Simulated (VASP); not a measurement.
Na4SrCaSi2: single point with PBE

The system is Na4SrCaSi2.

```
Na Sr Ca Si
1.0
     5.54592    0.00000    0.00000
     0.00000    5.54592    0.00000
     0.00000    0.00000    7.66633
Na Sr Ca Si
4 1 1 2
Direct
  0.50000 0.00000 0.26649
  0.00000 0.50000 0.73351
  0.50000 0.50000 0.00000
  0.00000 0.00000 0.50000
  0.00000 0.00000 0.00000
  0.50000 0.50000 0.50000
  0.50000 0.00000 0.71718
  0.00000 0.50000 0.28282
```

This cell differs from its parent crystal: strained.

```json
{
  "Program": "VASP 6.6.1",
  "Task": "single point",
  "Functional": "PBE",
  "Potentials or basis": "VASP PAW PBE potentials, release 64 (Na_pv, Sr_sv, Ca_sv, Si)",
  "Cutoff": "520 eV",
  "k mesh": "8 × 8 × 6",
  "Occupations": "gaussian, width 0.05 eV",
  "Spin": "no spin polarisation"
}
```

```yaml
Pressure: -2.3 GPa
Largest_force: 0.370 eV/Å
Band_gap_on_the_k_mesh: 0.10 eV, indirect (least direct gap 0.20 eV)
```

Forces on the atoms (eV/Å):
```
Na   0.000  0.000  0.162
Na   0.000  0.000 -0.162
Na   0.000  0.000  0.000
Na   0.000  0.000  0.000
Sr   0.000  0.000  0.000
Ca   0.000  0.000  0.000
Si   0.000  0.000  0.370
Si   0.000  0.000 -0.370
```

Stress tensor (GPa, compression positive):
```
-2.36  0.00  0.00
 0.00 -2.36  0.00
 0.00  0.00 -2.08
```

Levels at points of the mesh, in eV from the valence-band top:
```
           k point  band 24  band 25  band 26  band 27  band 28  band 29  band 30  band 31  band 32  band 33
(0.00, 0.00, 0.00)    -0.43    -0.43    -0.34    -0.10    -0.10     0.10     0.18     1.54     2.51     2.55
(0.50, 0.00, 0.00)    -1.71    -0.88    -0.87    -0.15    -0.09     1.46     1.47     1.98     2.04     2.24
(0.50, 0.50, 0.00)    -1.94    -0.43    -0.43    -0.38    -0.17     0.11     0.11     1.30     1.88     2.83
(0.00, 0.00, 0.50)    -1.31    -0.44    -0.44    -0.11    -0.11     0.93     1.27     2.25     2.51     2.74
(0.50, 0.00, 0.50)    -2.17    -0.16    -0.15    -0.15     0.00     1.25     1.51     2.03     2.11     2.29
(0.50, 0.50, 0.50)    -1.45    -1.31    -1.11    -0.91    -0.91     1.11     1.11     2.14     2.69     2.71
```

It took 10 min on 1 thread of AMD EPYC 9R45 (Zen 5) (shared host), peak memory 0.64 GiB.

Caveat: the cell differs from its parent crystal (strained). A k mesh can miss the band edges.
